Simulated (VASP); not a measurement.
Input of a VASP 6.6.1 run:

File INCAR:

```
PREC = Accurate
ENCUT = 520
EDIFF = 1E-6
ISMEAR = -1
SIGMA = 0.01
LREAL = F
LASPH = T
NELM = 100
ALGO = Normal
ISIF = 2
LWAVE = F
LCHARG = F
GGA = PE
NBANDS = 17
```

File KPOINTS:

```
Automatic mesh
0
Gamma
  9 9 9
```

File POSCAR:

```
PbSe
1.0
    0.0000000000      3.0009070000      3.0621500000
    3.0009070000      0.0000000000      3.0621500000
    3.0009070000      3.0009070000      0.0000000000
Pb Se
1 1
Direct
    0.0000000000      0.0000000000      0.0000000000
    0.5000000000      0.5000000000      0.5000000000
```

Potentials or basis: VASP PAW PBE potentials, release 64 (Pb_d, Se).

Launch:

```sh
$ cat potpaw_PBE.64/Pb_d/POTCAR potpaw_PBE.64/Se/POTCAR > POTCAR
$ mpirun -np 1 vasp_std > vasp.out
```

Problem. Estimate the pressure.

Solution. 4.9 GPa.

Problem. What does it give for the band gap on the k mesh?

Solution. 0.64 eV, direct.

Stress tensor (GPa, compression positive):
```
5.86 0.00 0.00
0.00 5.86 0.00
0.00 0.00 2.88
```

Caveat: the cell differs from its parent crystal (equal xx and yy strain of -2 %); spin-orbit coupling is left out, which moves the levels of the heavy elements. A k mesh can miss the band edges.
